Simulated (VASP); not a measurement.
# TiO2 (P4_2/mnm) in VASP: a series of runs

The runs below take TiO2 through relaxation of cell and atoms, with LDA.

All numbers are computed with VASP 6.6.1; they aren't measurements. Logs are shortened: lines on timing, memory, paths and dates and some standing lists are left out, and cuts for length are marked.

## Step 1: The cell of the first run

The structure is tetragonal, space group P4_2/mnm (No. 136). The conventional cell has a = 4.548 Å, b = 4.548 Å, c = 2.917 Å, α = 90.00°, β = 90.00°, γ = 90.00°. Ti (site symmetry mmm) has 6 O at 1.93 to 1.96 Å within 2.6 Å. O (site symmetry m2m) has 3 Ti at 1.93 to 1.96 Å and 1 O at 2.52 Å within 2.6 Å.

## Step 2: Relaxation of cell and atoms, LDA, target pressure 15 GPa, at which the enthalpy is minimised

Input file INCAR:

```
ALGO     = Normal         # electronic algorithm
EDIFF    = 1E-6           # SCF threshold, eV
EDIFFG   = -0.002         # ionic threshold
ENCUT    = 600            # plane-wave cutoff, eV
IBRION   = 2              # ionic algorithm
ISIF     = 3              # what is computed and relaxed
ISMEAR   = 0              # smearing method
LASPH    = True           # aspherical terms in the spheres
LCHARG   = False          # write CHGCAR
LREAL    = False          # projectors in reciprocal space
LWAVE    = False          # write WAVECAR
NELM     = 80             # most SCF steps
NSW      = 100            # ionic steps
PREC     = Accurate       # precision mode
PSTRESS  = 150.0        
SIGMA    = 0.01           # smearing width, eV
```

Input file KPOINTS:

```
k-points
0
Gamma
  6 6 8
```

Input file POSCAR:

```
TiO2
1.0
    4.5481613860      0.0000000000      0.0000000000
    0.0000000000      4.5481613860      0.0000000000
    0.0000000000      0.0000000000      2.9171283508
Ti O
2 4
Direct
    0.0000000000      0.0000000000      0.0000000000
    0.5000000000      0.5000000000      0.5000000000
    0.3039661003      0.3039661003      0.0000000000
    0.1960338997      0.8039661003      0.5000000000
    0.6960338997      0.6960338997      0.0000000000
    0.8039661003      0.1960338997      0.5000000000
```

Potentials or basis: VASP PAW LDA potentials, release 64 (Ti_sv, O).

Started as:

```console
$ cat potpaw_LDA.64/Ti_sv/POTCAR potpaw_LDA.64/O/POTCAR > POTCAR
$ mpirun -np 1 vasp_std > vasp.out
```

OUTCAR:

```text
EDIFF = 1E-6
   EDIFFG = -0.002
   ENCUT = 600
   IBRION = 2
   ISIF = 3
   ISMEAR = 0
   LASPH = True
   LREAL = False
   NELM = 80
   NSW = 100
   PREC = Accurate
   PSTRESS = 150.0

 ion  position               nearest neighbor table
   1  0.000  0.000  0.000-   4 1.93   6 1.93   4 1.93   6 1.93   5 1.96   3 1.96
   2  0.500  0.500  0.500-   3 1.93   5 1.93   3 1.93   5 1.93   4 1.96   6 1.96
   3  0.304  0.304  0.000-   2 1.93   2 1.93   1 1.96
   4  0.196  0.804  0.500-   1 1.93   1 1.93   2 1.96
   5  0.696  0.696  0.000-   2 1.93   2 1.93   1 1.96
   6  0.804  0.196  0.500-   1 1.93   1 1.93   2 1.96

  LATTYP: Found a simple tetragonal cell.
 ALAT       =     4.5481613860
 C/A-ratio  =     0.6413862885

  Lattice vectors:

 A1 = (   4.5481613860,   0.0000000000,   0.0000000000)
 A2 = (   0.0000000000,   4.5481613860,   0.0000000000)
 A3 = (   0.0000000000,   0.0000000000,   2.9171283508)

Analysis of symmetry for initial positions (statically):
=====================================================================
 Subroutine PRICEL returns:
 Original cell was already a primitive cell.

 Routine SETGRP: Setting up the symmetry group for a
 simple tetragonal supercell.

 Subroutine GETGRP returns: Found 16 space group operations
 (whereof  8 operations were pure point group operations)
 out of a pool of 16 trial point group operations.

The static configuration has the point symmetry D_2h.
 The point group associated with its full space group is D_4h.

Analysis of symmetry for dynamics (positions and initial velocities):
=====================================================================
 Subroutine PRICEL returns:
 Original cell was already a primitive cell.

 Routine SETGRP: Setting up the symmetry group for a
 simple tetragonal supercell.

 Subroutine GETGRP returns: Found 16 space group operations
 (whereof  8 operations were pure point group operations)
 out of a pool of 16 trial point group operations.

The dynamic configuration has the point symmetry D_2h.
 The point group associated with its full space group is D_4h.

 Subroutine INISYM returns: Found 16 space group operations
 (whereof  8 operations are pure point group operations),
 and found     1 'primitive' translations

----------------------------------------------------------------------------------------

                                     Primitive cell

  volume of cell :      60.3431

  direct lattice vectors                    reciprocal lattice vectors
     4.548161386  0.000000000  0.000000000     0.219869067  0.000000000  0.000000000
     0.000000000  4.548161386  0.000000000     0.000000000  0.219869067  0.000000000
     0.000000000  0.000000000  2.917128351     0.000000000  0.000000000  0.342802880

  length of vectors
     4.548161386  4.548161386  2.917128351     0.219869067  0.219869067  0.342802880

  position of ions in fractional coordinates (direct lattice)
     0.000000000  0.000000000  0.000000000
     0.500000000  0.500000000  0.500000000
     0.303966100  0.303966100  0.000000000
     0.196033900  0.803966100  0.500000000
     0.696033900  0.696033900  0.000000000
     0.803966100  0.196033900  0.500000000

  ion indices of the primitive-cell ions
   primitive index   ion index
                 1           1
                 2           2
                 3           3
                 4           4
                 5           5
                 6           6

----------------------------------------------------------------------------------------

 KPOINTS: k-points

Automatic generation of k-mesh.
 Grid dimensions read from file:
 generate k-points for:    6    6    8

 Generating k-lattice:

  Cartesian coordinates                     Fractional coordinates (reciprocal lattice)
     0.036644844  0.000000000  0.000000000     0.166666667  0.000000000  0.000000000
     0.000000000  0.036644844  0.000000000     0.000000000  0.166666667  0.000000000
     0.000000000  0.000000000  0.042850360     0.000000000  0.000000000  0.125000000

  Length of vectors
     0.036644844  0.036644844  0.042850360

  Shift w.r.t. Gamma in fractional coordinates (k-lattice)
     0.000000000  0.000000000  0.000000000

 Subroutine IBZKPT returns following result:
 ===========================================

 Found     50 irreducible k-points:

 Following reciprocal coordinates:
            Coordinates               Weight
  0.000000  0.000000  0.000000      1.000000
  0.166667  0.000000  0.000000      4.000000
  0.333333  0.000000  0.000000      4.000000
  0.500000  0.000000  0.000000      2.000000
  0.166667  0.166667  0.000000      4.000000
  0.333333  0.166667  0.000000      8.000000
[... 16 lines left out ...]
  0.333333  0.000000  0.250000      8.000000
  0.500000  0.000000  0.250000      4.000000
 [... further k-points ...]
   k-points           NKPTS =     50   k-points in BZ     NKDIM =     50   number of bands    NBANDS=     28
   number of dos      NEDOS =    301   number of ions     NIONS =      6
   total plane-waves  NPLWV =  31104
   dimension x,y,z NGX =    36 NGY =   36 NGZ =   24
   dimension x,y,z NGXF=    72 NGYF=   72 NGZF=   48
   ions per type =               2   4
   NGX,Y,Z   is equivalent  to a cutoff of  13.16, 13.16, 13.68 a.u.
   NGXF,Y,Z  is equivalent  to a cutoff of  26.32, 26.32, 27.36 a.u.
 SYSTEM =  unknown system
   PREC   = accura    normal or accurate (medium, high low for compatibility)
   ISTART =      0    job   : 0-new  1-cont  2-samecut
   ICHARG =      2    charge: 1-file 2-atom 10-const
   ISPIN  =      1    spin polarized calculation?
   LNONCOLLINEAR =      F non collinear calculations
   LSORBIT =      F    spin-orbit coupling
   LASPH  =      T    aspherical Exc in radial PAW
   ENCUT  =  600.0 eV  44.10 Ry    6.64 a.u.   9.08  9.08  5.83*2*pi/ulx,y,z
   NELM   =     80;   NELMIN=  2; NELMDL= -5     # of ELM steps
   EDIFF  = 0.1E-05   stopping-criterion for ELM
   LREAL  =      F    real-space projection
   EDIFFG = -.2E-02   stopping-criterion for IOM
   NSW    =    100    number of steps for IOM
   IBRION =      2    ionic relax: 0-MD 1-quasi-New 2-CG
   NFREE  =      1    steps in history (QN), initial steepest desc. (CG)
   ISIF   =      3    stress and relaxation
   ISYM   =      2    0-nonsym 1-usesym 2-fastsym
   POTIM  = 0.5000    time-step for ionic-motion
   TEBEG  =    0.0;   TEEND  =   0.0 temperature during run
   PSTRESS=  150.0 pullay stress
   NELECT =      48.0000    total number of electrons
   NUPDOWN=      -1.0000    fix difference up-down
   EMIN   =  10.00;   EMAX   =-10.00  energy-range for DOS
   EFERMI =   0.00;   METHOD = LEGACY
   ISMEAR =     0;   SIGMA  =   0.01  broadening in eV -4-tet -1-fermi 0-gaus
   EFERMI_NEDOS =   21; number of points for ismear=-14 and -15
   IALGO  =     38    algorithm
   IMIX   =      4    mixing-type and parameters
     AMIX     =   0.40;   BMIX     =  1.00
     AMIX_MAG =   1.60;   BMIX_MAG =  1.00
  volume/ion in A,a.u.               =      10.06        67.87
  Fermi-wavevector in a.u.,A,eV,Ry     =   1.516862  2.866454 31.305253  2.300871
  Thomas-Fermi vector in A             =   2.626195
   LORBIT       =      0    0 simple, 1 ext, 2 COOP (PROOUT), +10 PAW based schemes
   GGA     = CA    functional components
   LHFCALC =     F    Hartree Fock is set to
   AEXX    =    0.0000 exact exchange contribution
   IVDW    =     0    specifies the selected vdW correction
   LEPSILON=     F    determine dielectric tensor
   LRPA    =     F    only Hartree local field effects (RPA)
 conjugate gradient relaxation of ions
 non-spin polarized calculation
 Gauss-broadening in eV      SIGMA  =   0.01
  energy-cutoff  :      600.00
  volume of cell :       60.34
 maximum number of plane-waves:      2040
   NGX = 19   NGY = 19   NGZ = 11

--------------------------------------- Ionic step        1  -------------------------------------------

 number of electron      48.0000006 magnetization

 Free energy of the ion-electron system (eV)
  ---------------------------------------------------
  ext. energy  EPLUGINS =         0.00000000
  ---------------------------------------------------
  free energy    TOTEN  =       -58.78691016 eV

  energy without entropy =      -58.78691016  energy(sigma->0) =      -58.78691016

------------------------ aborting loop because EDIFF is reached ----------------------------------------

  FORCE on cell =-STRESS in cart. coord.  units (eV):
  Direction    XX          YY          ZZ          XY          YZ          ZX
  --------------------------------------------------------------------------------------
  -------------------------------------------------------------------------------------
  Total        0.3019175      0.3019175      0.4768102      0.0000000      0.0000000      0.0000000
  in kB        8.0162568      8.0162568     12.6598584      0.0000000      0.0000000      0.0000000
  external PRESSURE =    -140.4358760 kB  Pullay stress =     150.0000000 kB
[... 105 lines left out ...]
  FREE ENERGIE OF THE ION-ELECTRON SYSTEM (eV)
  ---------------------------------------------------
  free  energy   TOTEN  =       -58.6567297468 eV

  energy  without entropy=      -58.6567297468  energy(sigma->0) =      -58.65672975

  enthalpy is  TOTEN    =       -53.2664884781 eV   P V=        5.3902412686

[... ionic steps 4 to 13 ...]

--------------------------------------- Ionic step       14  -------------------------------------------

 number of electron      47.9999992 magnetization

------------------------ aborting loop because EDIFF is reached ----------------------------------------

  FORCE on cell =-STRESS in cart. coord.  units (eV):
  Direction    XX          YY          ZZ          XY          YZ          ZX
  --------------------------------------------------------------------------------------
  -------------------------------------------------------------------------------------
  Total        5.3558488      5.3558488      5.3688068      0.0000000      0.0000000      0.0000000
  in kB      149.6307928    149.6307928    149.9928107      0.0000000      0.0000000      0.0000000
  external PRESSURE =      -0.2485346 kB  Pullay stress =     150.0000000 kB
[... 69 lines left out ...]
  enthalpy is  TOTEN    =       -53.2763534300 eV   P V=        5.3688744295

--------------------------------------- Ionic step       16  -------------------------------------------

 number of electron      47.9999992 magnetization

 Free energy of the ion-electron system (eV)
  ---------------------------------------------------
  ext. energy  EPLUGINS =         0.00000000
  ---------------------------------------------------
  free energy    TOTEN  =       -58.64512779 eV

  energy without entropy =      -58.64512779  energy(sigma->0) =      -58.64512779

 E-fermi :   5.5819     XC(G=0): -12.4512

 val. band max:        5.5412652330   @ k =   0.0000   0.0000   0.0000
 cond. band min:       7.4131016663   @ k =   0.0000   0.0000   0.0000
 fundamental gap:      1.8718364333
 Fermi energy:         5.5818883794

 k-point     1 :       0.0000    0.0000    0.0000
  band No.  band energies     occupation
      1     -50.4404      2.00000
      2     -50.4108      2.00000
      3     -27.2516      2.00000
      4     -27.2516      2.00000
      5     -27.0100      2.00000
      6     -27.0100      2.00000
[... 733 lines left out ...]
     27       8.9481      0.00000
     28       8.9481      0.00000

 [... further k-points ...]

------------------------ aborting loop because EDIFF is reached ----------------------------------------

  FORCE on cell =-STRESS in cart. coord.  units (eV):
  Direction    XX          YY          ZZ          XY          YZ          ZX
  --------------------------------------------------------------------------------------
  -------------------------------------------------------------------------------------
  Total        5.3576810      5.3576810      5.3737835      0.0000000      0.0000000      0.0000000
  in kB      149.6900602    149.6900602    150.1399543      0.0000000      0.0000000      0.0000000
  external PRESSURE =      -0.1599751 kB  Pullay stress =     150.0000000 kB
[... 21 lines left out ...]
  FREE ENERGIE OF THE ION-ELECTRON SYSTEM (eV)
  ---------------------------------------------------
  free  energy   TOTEN  =       -58.6451277921 eV

  energy  without entropy=      -58.6451277921  energy(sigma->0) =      -58.64512779

  enthalpy is  TOTEN    =       -53.2763535078 eV   P V=        5.3687742843

 reached required accuracy - stopping structural energy minimisation
```

It took 3.4 min on 1 thread of Intel Xeon 6975P-C (Granite Rapids), shared host; peak memory 0.21 GiB.

What came out:

| Property | Result |
| --- | --- |
| Free energy | -58.6451 eV |
| Relaxed volume | 9.56 Å³/atom |
| Relaxed cell | a = 4.456 Å, b = 4.456 Å, c = 2.889 Å, α = 90.00°, β = 90.00°, γ = 90.00° |
| Space group after relaxing (to 0.05 Å) | P4_2/mnm (No. 136) |
| Energy change on relaxing (the enthalpy is what falls) | +23.6 meV/atom |
| Ionic steps | 16 |
| Pressure after relaxing | 15.0 GPa |
| Band gap on the k mesh | 1.87 eV, direct |

The path:
| step | energy change (eV) | largest force (eV/Å) | pressure (GPa) | volume (Å³) |
| --- | --- | --- | --- | --- |
| 1 | 0.0000 | 0.0357 | 0.96 | 60.34 |
| 2 | 0.9718 | 0.7382 | 46.24 | 52.97 |
| 3 | 0.1302 | 0.2706 | 14.70 | 57.57 |
| 4 | 0.1357 | 0.2761 | 15.00 | 57.51 |
| 5 | 0.1459 | 0.0638 | 15.10 | 57.30 |
| 6 | 0.1433 | 0.0225 | 15.10 | 57.33 |
| 7 | 0.1395 | 0.0082 | 14.88 | 57.37 |
| 8 | 0.1388 | 0.0058 | 14.81 | 57.38 |
| 9 | 0.1390 | 0.0070 | 14.80 | 57.37 |
| 10 | 0.1393 | 0.0078 | 14.81 | 57.37 |
| 11 | 0.1394 | 0.0085 | 14.83 | 57.37 |
| 12 | 0.1449 | 0.0117 | 15.16 | 57.31 |
| 13 | 0.1419 | 0.0008 | 15.04 | 57.34 |
| 14 | 0.1415 | 0.0007 | 14.98 | 57.35 |
| 15 | 0.1417 | 0.0004 | 14.97 | 57.35 |
| 16 | 0.1418 | 0.0009 | 14.98 | 57.34 |

Final structure:
```
Ti O
1.0
     4.45561    0.00000    0.00000
     0.00000    4.45561    0.00000
     0.00000    0.00000    2.88856
Ti O
2 4
Cartesian
  0.0000 0.0000 0.0000
  2.2278 2.2278 1.4443
  1.3475 1.3475 0.0000
  0.8803 3.5753 1.4443
  3.1081 3.1081 0.0000
  3.5753 0.8803 1.4443
```

Caveat: the cell is relaxed towards a set pressure, so the enthalpy falls and the energy may rise. LDA usually gives volumes a few per cent too small.

(Part 1 of 2 ends here.)
